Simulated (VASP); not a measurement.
# TiAl3H in VASP: a series of runs, part 2 of 2

VASP 6.6.1. The steps go on from the part before.

### Step 3. Single point, LDA

INCAR reads:

```
SYSTEM = TiAl3H
PREC = Accurate ; ENCUT = 520
EDIFF = 1E-6 ; ISMEAR = 0
SIGMA = 0.1 ; LREAL = .FALSE.
LASPH = .TRUE. ; NELM = 60
ALGO = Normal ; ISIF = 2
LWAVE = .FALSE. ; LCHARG = .FALSE.
LDIPOL = .TRUE. ; IDIPOL = 3
DIPOL = 0.5 0.5 0.307 ; GGA = CA
NBANDS = 33
```

KPOINTS reads:

```
Automatic mesh
0
G
  6 6 1
  0 0 0
```

POSCAR reads:

```
TiAl3H
1.0
    5.0133158832      0.0000000000      0.0000000000
    2.1650041019      4.5217356605      0.0000000000
    0.0000000000      0.0000000000     22.0677223531
Al Ti H
6 2 2
Direct
    0.5000000000      0.0000000000      0.1812602105
    0.0000000000      0.5000000000      0.1812602105
    0.0000000000      0.0000000000      0.2418017965
    0.0000000000      0.5000000000      0.3061179612
    0.5000000000      0.0000000000      0.3061179612
    0.5000000000      0.5000000000      0.3655892631
    0.5000000000      0.5000000000      0.2418017965
    0.0000000000      0.0000000000      0.3624433202
    0.0000000000     -0.0748007923      0.4439843041
    0.0000000000      0.0748007923      0.4439843041
```

Potentials or basis: VASP PAW LDA potentials, release 64 (Al, Ti_sv, H).

Command:

```console
$ cat potpaw_LDA.64/Al/POTCAR potpaw_LDA.64/Ti_sv/POTCAR potpaw_LDA.64/H/POTCAR > POTCAR
$ mpirun -np 1 vasp_std > vasp.out
```

OUTCAR:

```text
SYSTEM = TiAl3H
   PREC = Accurate
   ENCUT = 520
   EDIFF = 1E-6
   ISMEAR = 0
   LREAL = .FALSE.
   LASPH = .TRUE.
   NELM = 60
   ISIF = 2
   GGA = CA

 ion  position               nearest neighbor table
   1  0.500  0.000  0.181-   2 2.67   2 2.67   5 2.76   7 2.84   7 2.84   3 2.84   3 2.84
   2  0.000  0.500  0.181-   1 2.67   1 2.67   4 2.76   3 2.84   3 2.84   7 2.84   7 2.84
   3  0.000  0.000  0.242-   8 2.66   7 2.67   7 2.67   2 2.84   2 2.84   1 2.84   1 2.84   4 2.88
                             4 2.88   5 2.88   5 2.88
   4  0.000  0.500  0.306-   5 2.67   5 2.67   2 2.76   8 2.80   8 2.80   6 2.83   6 2.83   3 2.88
                             3 2.88   7 2.88   7 2.88
   5  0.500  0.000  0.306-   4 2.67   4 2.67   1 2.76   8 2.80   8 2.80   6 2.83   6 2.83   7 2.88
                             7 2.88   3 2.88   3 2.88
   6  0.500  0.500  0.366-   8 2.67   8 2.67   7 2.73   5 2.83   5 2.83   4 2.83   4 2.83
   7  0.500  0.500  0.242-   3 2.67   3 2.67   6 2.73   1 2.84   1 2.84   2 2.84   2 2.84   5 2.88
                             5 2.88   4 2.88   4 2.88
   8  0.000  0.000  0.362-   9 1.84  10 1.84   3 2.66   6 2.67   6 2.67   4 2.80   4 2.80   5 2.80
                             5 2.80
   9  0.000  0.925  0.444-  10 0.75   8 1.84
  10  0.000  0.075  0.444-   9 0.75   8 1.84

  LATTYP: Found a base centered orthorhombic cell.
 ALAT       =     5.3440596354
 B/A-ratio  =     1.5875142919
 C/A-ratio  =     4.1293929819

  Lattice vectors:

 A1 = (  -2.1650041019,  -4.5217356605,   0.0000000000)
 A2 = (   5.0133158832,   0.0000000000,   0.0000000000)
 A3 = (   0.0000000000,   0.0000000000,  22.0677223531)

Analysis of symmetry for initial positions (statically):
=====================================================================
 Subroutine PRICEL returns:
 Original cell was already a primitive cell.

 Routine SETGRP: Setting up the symmetry group for a
 base centered orthorhombic supercell.

 Subroutine GETGRP returns: Found  2 space group operations
 (whereof  2 operations were pure point group operations)
 out of a pool of  8 trial point group operations.

The static configuration has the point symmetry C_2 .
[... 164 lines left out ...]

 number of electron      44.0000003 magnetization

 dipolmoment           0.000000      0.000000     -0.060306 electrons x Angstroem

 Free energy of the ion-electron system (eV)
  ---------------------------------------------------
  ext. energy  EPLUGINS =         0.00000000
  ---------------------------------------------------
  free energy    TOTEN  =       -46.83860723 eV

  energy without entropy =      -46.80302366  energy(sigma->0) =      -46.82081544

 E-fermi :  -1.0133     XC(G=0):  -3.8765

 val. band max:       -1.0553399126   @ k =   0.5000   0.3333   0.0000
 cond. band min:      -1.0099636583   @ k =   0.5000   0.1667   0.0000
 fundamental gap:      0.0453762543
 Fermi energy:        -1.0133336138

 k-point     1 :       0.0000    0.0000    0.0000
  band No.  band energies     occupation
      1     -56.9219      2.00000
      2     -56.7627      2.00000
      3     -33.7008      2.00000
      4     -33.6540      2.00000
      5     -33.5271      2.00000
      6     -33.5085      2.00000
[... 709 lines left out ...]
     32       2.5173      0.00000
     33       2.5439      0.00000

------------------------ aborting loop because EDIFF is reached ----------------------------------------

 vacuum level on the upper side and lower side of the slab       (xc-potential included)        -0.355         0.176

  FORCE on cell =-STRESS in cart. coord.  units (eV):
  Direction    XX          YY          ZZ          XY          YZ          ZX
  --------------------------------------------------------------------------------------
  -------------------------------------------------------------------------------------
  Total       -5.5786054     -3.0312373      0.7850817     -0.6513294      0.0000000      0.0000000
  in kB      -17.8668697     -9.7082905      2.5144193     -2.0860442      0.0000000      0.0000000
  external PRESSURE =      -8.3535803 kB  Pullay stress =       0.0000000 kB

 VOLUME and BASIS-vectors are now :
 -----------------------------------------------------------------------------
  energy-cutoff  :      520.00
  volume of cell :      500.25
      direct lattice vectors                 reciprocal lattice vectors
     5.013315883  0.000000000  0.000000000     0.199468779 -0.095505522  0.000000000
     2.165004102  4.521735661  0.000000000     0.000000000  0.221154016  0.000000000
     0.000000000  0.000000000 22.067722353     0.000000000  0.000000000  0.045315053

 POSITION                                       TOTAL-FORCE (eV/Angst)
 -----------------------------------------------------------------------------------
      2.50666      0.00000      4.00000        -0.000000      0.000000      0.554194
      1.08250      2.26087      4.00000         0.000000      0.000000      0.553941
      0.00000      0.00000      5.33601         0.000000      0.000000     -0.772430
      1.08250      2.26087      6.75533         0.000000      0.000000     -0.005219
      2.50666      0.00000      6.75533         0.000000      0.000000     -0.037530
      3.58916      2.26087      8.06772         0.000000      0.000000      0.156083
      3.58916      2.26087      5.33601        -0.000000      0.000000     -0.435987
      0.00000      0.00000      7.99830        -0.000000      0.000000     -1.112116
      2.00306      4.18351      9.79772        -0.520078     -1.988911      0.549532
      0.16194      0.33823      9.79772         0.520078      1.988911      0.549532
 -----------------------------------------------------------------------------------
    total drift:                                0.000000      0.000000      0.000036

  FREE ENERGIE OF THE ION-ELECTRON SYSTEM (eV)
  ---------------------------------------------------
  free  energy   TOTEN  =       -46.8386072297 eV

  energy  without entropy=      -46.8030236552  energy(sigma->0) =      -46.82081544

 vacuum level on the upper side and lower side of the slab         2.943         3.427
```

stdout:

```text
POSCAR found type information on POSCAR AlTiH
 POSCAR found :  3 types and      10 ions
 scaLAPACK will be used
 LDA part: xc-table for (Slater(with rela. corr.)+CA(PZ))
 , standard interpolation
 POSCAR, INCAR and KPOINTS ok, starting setup
 FFT: planning ... GRIDC
 FFT: planning ... GRID_SOFT
 FFT: planning ... GRID
 WAVECAR not read
 entering main loop
```

Wall time 7.6 min (1 thread of Intel Xeon 6975P-C (Granite Rapids), shared host); peak memory 0.61 GiB.

Results:

```yaml
Free_energy: -46.8386 eV
Largest_force: 2.128 eV/Å
Band_gap_on_the_k_mesh: zero (bands 22 and 23 overlap by 0.25 eV)
```

Forces on the atoms (eV/Å):
```
Al   0.000  0.000  0.554
Al   0.000  0.000  0.554
Al   0.000  0.000 -0.772
Al   0.000  0.000 -0.005
Al   0.000  0.000 -0.038
Al   0.000  0.000  0.156
Ti   0.000  0.000 -0.436
Ti   0.000  0.000 -1.112
H   -0.520 -1.989  0.550
H    0.520  1.989  0.550
```

Levels at points of the mesh, in eV from the Fermi level:
```
           k point  band 18  band 19  band 20  band 21  band 22  band 23  band 24  band 25  band 26  band 27
(0.00, 0.00, 0.00)    -1.06    -1.03    -0.99    -0.70    -0.34    -0.10     0.43     0.99     1.46     1.92
(0.50, 0.00, 0.00)    -1.39    -0.65    -0.52    -0.13    -0.04     0.37     0.42     0.89     1.17     1.89
(0.00, 0.50, 0.00)    -1.39    -0.73    -0.53    -0.13    -0.05     0.39     0.61     0.88     1.14     1.89
(0.50, 0.50, 0.00)    -1.85    -0.66    -0.32    -0.20     0.12     0.31     0.63     0.80     0.89     1.44
```

### Step 4. Single point, LDA

INCAR reads:

```
ALGO     = Normal         # electronic algorithm
DIPOL    = 0.5 0.5 0.315
EDIFF    = 1E-7           # SCF threshold, eV
ENCUT    = 520            # plane-wave cutoff, eV
IDIPOL   = 3            
ISIF     = 2              # what is computed and relaxed
ISMEAR   = 0              # smearing method
LASPH    = T              # aspherical terms in the spheres
LCHARG   = F              # write CHGCAR
LDIPOL   = T            
LREAL    = F              # projectors in reciprocal space
LWAVE    = F              # write WAVECAR
NBANDS   = 33             # bands
NELM     = 100            # most SCF steps
PREC     = Accurate       # precision mode
SIGMA    = 0.1            # smearing width, eV
```

KPOINTS reads:

```
k-points
0
Gamma
  6 6 1
```

POSCAR, as its differences from that of step 3:

```diff
@@ -16,3 +16,3 @@
     0.0000000000      0.0000000000      0.3624433202
-    0.0000000000     -0.0748007923      0.4439843041
-    0.0000000000      0.0748007923      0.4439843041
+    0.0000000000     -0.0748007923      0.4834083999
+    0.0000000000      0.0748007923      0.4834083999
```

Command:

```console
$ cat potpaw_LDA.64/Al/POTCAR potpaw_LDA.64/Ti_sv/POTCAR potpaw_LDA.64/H/POTCAR > POTCAR
$ mpirun -np 1 vasp_std > vasp.out
```

It took 6.8 min on 1 thread of Intel Xeon 6975P-C (Granite Rapids), shared host; peak memory 0.61 GiB.

It converged, with:

```
Free energy            : -46.5936 eV
Largest force          : 0.991 eV/Å
Band gap on the k mesh : zero (bands 22 and 23 overlap by 0.33 eV)
```

Forces on the atoms (eV/Å):
```
Al   0.000  0.000  0.575
Al   0.000  0.000  0.574
Al   0.000  0.000 -0.705
Al   0.000  0.000  0.029
Al   0.000  0.000  0.014
Al   0.000  0.000 -0.036
Ti   0.000  0.000 -0.504
Ti   0.000  0.000  0.457
H   -0.346 -0.906 -0.202
H    0.346  0.906 -0.202
```

Levels at points of the mesh, in eV from the Fermi level:
```csv
k point,band 19,band 20,band 21,band 22,band 23,band 24,band 25,band 26
"(0.00, 0.00, 0.00)",-1.10,-1.07,-0.78,-0.39,-0.13,0.36,0.65,1.55
"(0.50, 0.00, 0.00)",-0.64,-0.58,-0.23,-0.09,0.24,0.75,0.81,1.14
"(0.00, 0.50, 0.00)",-0.66,-0.58,-0.23,-0.09,0.24,0.77,0.81,1.14
"(0.50, 0.50, 0.00)",-0.74,-0.39,0.07,0.14,0.17,0.53,0.65,0.85
```

### Step 5. Single point, LDA

INCAR reads:

```
SYSTEM = TiAl3H
  PREC = Accurate
  ENCUT = 520
  EDIFF = 1E-6
  ISMEAR = 0
  SIGMA = 0.1
  LREAL = .FALSE.
  LASPH = .TRUE.
  NELM = 80
  ALGO = Normal
  ISIF = 2
  LWAVE = .FALSE.
  LCHARG = .FALSE.
  LDIPOL = .TRUE.
  IDIPOL = 3
  DIPOL = 0.5 0.5 0.324
  NBANDS = 33
```

KPOINTS reads:

```
Automatic mesh
0
G
  6 6 1
  0 0 0
```

POSCAR, as its differences from that of step 4:

```diff
@@ -16,3 +16,3 @@
     0.0000000000      0.0000000000      0.3624433202
-    0.0000000000     -0.0748007923      0.4834083999
-    0.0000000000      0.0748007923      0.4834083999
+    0.0000000000     -0.0748007923      0.5287234526
+    0.0000000000      0.0748007923      0.5287234526
```

Potentials or basis: VASP PAW LDA potentials, release 64 (Al, Ti_sv, H).

Command:

```console
$ cat potpaw_LDA.64/Al/POTCAR potpaw_LDA.64/Ti_sv/POTCAR potpaw_LDA.64/H/POTCAR > POTCAR
$ mpirun -np 1 vasp_std > vasp.out
```

OUTCAR:

```text
SYSTEM = TiAl3H
   PREC = Accurate
   ENCUT = 520
   EDIFF = 1E-6
   ISMEAR = 0
   LREAL = .FALSE.
   LASPH = .TRUE.
   NELM = 80
   ISIF = 2

 ion  position               nearest neighbor table
   1  0.500  0.000  0.181-   2 2.67   2 2.67   5 2.76   7 2.84   7 2.84   3 2.84   3 2.84
   2  0.000  0.500  0.181-   1 2.67   1 2.67   4 2.76   3 2.84   3 2.84   7 2.84   7 2.84
   3  0.000  0.000  0.242-   8 2.66   7 2.67   7 2.67   2 2.84   2 2.84   1 2.84   1 2.84   4 2.88
                             4 2.88   5 2.88   5 2.88
   4  0.000  0.500  0.306-   5 2.67   5 2.67   2 2.76   8 2.80   8 2.80   6 2.83   6 2.83   3 2.88
                             3 2.88   7 2.88   7 2.88
   5  0.500  0.000  0.306-   4 2.67   4 2.67   1 2.76   8 2.80   8 2.80   6 2.83   6 2.83   7 2.88
                             7 2.88   3 2.88   3 2.88
[... 950 lines left out ...]
  volume of cell :      500.25
      direct lattice vectors                 reciprocal lattice vectors
     5.013315883  0.000000000  0.000000000     0.199468779 -0.095505522  0.000000000
     2.165004102  4.521735661  0.000000000     0.000000000  0.221154016  0.000000000
     0.000000000  0.000000000 22.067722353     0.000000000  0.000000000  0.045315053

 POSITION                                       TOTAL-FORCE (eV/Angst)
 -----------------------------------------------------------------------------------
      2.50666      0.00000      4.00000         0.000000      0.000000      0.581750
      1.08250      2.26087      4.00000         0.000000      0.000000      0.581591
      0.00000      0.00000      5.33601         0.000000      0.000000     -0.665818
      1.08250      2.26087      6.75533         0.000000      0.000000      0.017667
      2.50666      0.00000      6.75533         0.000000      0.000000      0.015708
      3.58916      2.26087      8.06772        -0.000000      0.000000     -0.029739
      3.58916      2.26087      5.33601         0.000000      0.000000     -0.529248
      0.00000      0.00000      7.99830         0.000000      0.000000      0.108716
      2.00306      4.18351     11.66772        -0.259063     -0.564259     -0.040313
      0.16194      0.33823     11.66772         0.259063      0.564259     -0.040313
 -----------------------------------------------------------------------------------
    total drift:                                0.000000      0.000000     -0.000057

  FREE ENERGIE OF THE ION-ELECTRON SYSTEM (eV)
  ---------------------------------------------------
  free  energy   TOTEN  =       -46.3943123766 eV

  energy  without entropy=      -46.3556492871  energy(sigma->0) =      -46.37498083

 vacuum level on the upper side and lower side of the slab         3.073         3.352
```

OSZICAR:

```text
N       E                     dE             d eps       ncg     rms          rms(c)
DAV:   1     0.271190137539E+03    0.27119E+03   -0.18645E+04  1608   0.103E+03
DAV:   2    -0.193165721309E+02   -0.29051E+03   -0.28173E+03  1613   0.268E+02
DAV:   3    -0.481054879209E+02   -0.28789E+02   -0.28348E+02  2078   0.738E+01
[... 19 lines left out ...]
DAV:  23    -0.463942865555E+02   -0.12651E-04   -0.96846E-07  1258   0.485E-03    0.127E-03
DAV:  24    -0.463942995514E+02   -0.12996E-04   -0.71971E-07  1230   0.254E-03    0.604E-04
DAV:  25    -0.463943072914E+02   -0.77400E-05   -0.33253E-07  1105   0.168E-03    0.530E-04
DAV:  26    -0.463943104410E+02   -0.31497E-05   -0.10796E-07  1066   0.114E-03    0.252E-04
DAV:  27    -0.463943119495E+02   -0.15084E-05   -0.49922E-08  1019   0.833E-04    0.154E-04
DAV:  28    -0.463943123766E+02   -0.42713E-06   -0.10800E-08   974   0.385E-04
   1 F= -.46394312E+02 E0= -.46374981E+02  d E =-.386631E-01
```

stdout:

```text
POSCAR found type information on POSCAR AlTiH
 POSCAR found :  3 types and      10 ions
 scaLAPACK will be used
 LDA part: xc-table for (Slater(with rela. corr.)+CA(PZ))
 , standard interpolation
 POSCAR, INCAR and KPOINTS ok, starting setup
 FFT: planning ... GRIDC
 FFT: planning ... GRID_SOFT
 FFT: planning ... GRID
 WAVECAR not read
 entering main loop
```

Run time: 8.4 min. Hardware: 1 thread of Intel Xeon 6975P-C (Granite Rapids), shared host; peak memory 0.6 GiB.

Results:

```
Free energy            : -46.3943 eV
Largest force          : 0.666 eV/Å
Band gap on the k mesh : zero (bands 22 and 23 overlap by 0.37 eV)
```

Forces on the atoms (eV/Å):
```
Al   0.000  0.000  0.582
Al   0.000  0.000  0.582
Al   0.000  0.000 -0.666
Al   0.000  0.000  0.018
Al   0.000  0.000  0.016
Al   0.000  0.000 -0.030
Ti   0.000  0.000 -0.529
Ti   0.000  0.000  0.109
H   -0.259 -0.564 -0.040
H    0.259  0.564 -0.040
```

Levels at points of the mesh, in eV from the Fermi level:
```
           k point  band 20  band 21  band 22  band 23  band 24  band 25
(0.00, 0.00, 0.00)    -1.08    -0.84    -0.40    -0.14     0.17     0.73
(0.50, 0.00, 0.00)    -0.57    -0.24    -0.09     0.22     0.79     0.84
(0.00, 0.50, 0.00)    -0.57    -0.24    -0.09     0.22     0.79     0.84
(0.50, 0.50, 0.00)    -0.40     0.11     0.16     0.20     0.52     0.62
```

### Step 6. Single point, LDA

INCAR reads:

```
PREC = Accurate
ENCUT = 520
EDIFF = 1E-6
ISMEAR = 0
SIGMA = 0.1
LREAL = False
LASPH = True
NELM = 80
ALGO = Normal
ISIF = 2
LWAVE = False
LCHARG = False
LDIPOL = True
IDIPOL = 3
DIPOL = 0.5 0.5 0.305
NBANDS = 33
```

KPOINTS reads:

```
Automatic mesh
0
Gamma
  6 6 1
```

POSCAR, as its differences from that of step 5:

```diff
@@ -16,3 +16,3 @@
     0.0000000000      0.0000000000      0.3624433202
-    0.0000000000     -0.0748007923      0.5287234526
-    0.0000000000      0.0748007923      0.5287234526
+    0.0000000000     -0.0916559041      0.4294834873
+    0.0000000000      0.0916559041      0.4294834873
```

Potentials or basis: VASP PAW LDA potentials, release 64 (Al, Ti_sv, H).

Command:

```console
$ cat potpaw_LDA.64/Al/POTCAR potpaw_LDA.64/Ti_sv/POTCAR potpaw_LDA.64/H/POTCAR > POTCAR
$ mpirun -np 1 vasp_std > vasp.out
```

It took 6.7 min on 1 thread of Intel Xeon 6975P-C (Granite Rapids), shared host; peak memory 0.6 GiB.

Results (log left out):

```yaml
Free_energy: -45.9565 eV
Largest_force: 6.137 eV/Å
Band_gap_on_the_k_mesh: zero (bands 22 and 23 overlap by 0.47 eV)
```

Forces in eV/Å, atoms in the order of the input:
```
Al   0.000  0.000  0.559
Al   0.000  0.000  0.562
Al   0.000  0.000 -0.793
Al   0.000  0.000 -0.148
Al   0.000  0.000 -0.113
Al   0.000  0.000  0.442
Ti   0.000  0.000 -0.462
Ti   0.000  0.000 -6.137
H    0.315 -0.868  3.045
H   -0.315  0.868  3.045
```

Levels at points of the mesh, in eV from the Fermi level:
| k point | band 19 | band 20 | band 21 | band 22 | band 23 | band 24 | band 25 | band 26 |
| --- | --- | --- | --- | --- | --- | --- | --- | --- |
| (0.00, 0.00, 0.00) | -0.96 | -0.91 | -0.64 | -0.36 | -0.20 | 0.25 | 1.19 | 1.38 |
| (0.50, 0.00, 0.00) | -0.63 | -0.52 | -0.04 | -0.03 | 0.08 | 0.52 | 0.92 | 1.17 |
| (0.00, 0.50, 0.00) | -0.81 | -0.51 | -0.08 | -0.03 | 0.54 | 0.56 | 0.90 | 1.11 |
| (0.50, 0.50, 0.00) | -0.61 | -0.50 | -0.29 | 0.27 | 0.35 | 0.78 | 0.88 | 0.91 |

### Step 7. The runs side by side

| cell | gap on the mesh (eV) | largest force (eV/Å) |
| --- | --- | --- |
| as given, atomic positions A | none | 0.76 |
| as given, atomic positions B | none | 2.13 |
| as given, atomic positions C | none | 0.99 |
| as given, atomic positions D | none | 0.67 |
| as given, atomic positions E | none | 6.14 |

Alike in all rows: task single point; level LDA; potentials or basis VASP PAW LDA potentials, release 64 (Al, Ti_sv, H); no spin polarisation; k mesh 6 × 6 × 1; cutoff (eV) 520; smearing gaussian 0.1 eV.

Absolute energies hang on the potentials; compare differences alone.

The gap in the log of VASP goes by the Fermi energy; the results here count the filled bands.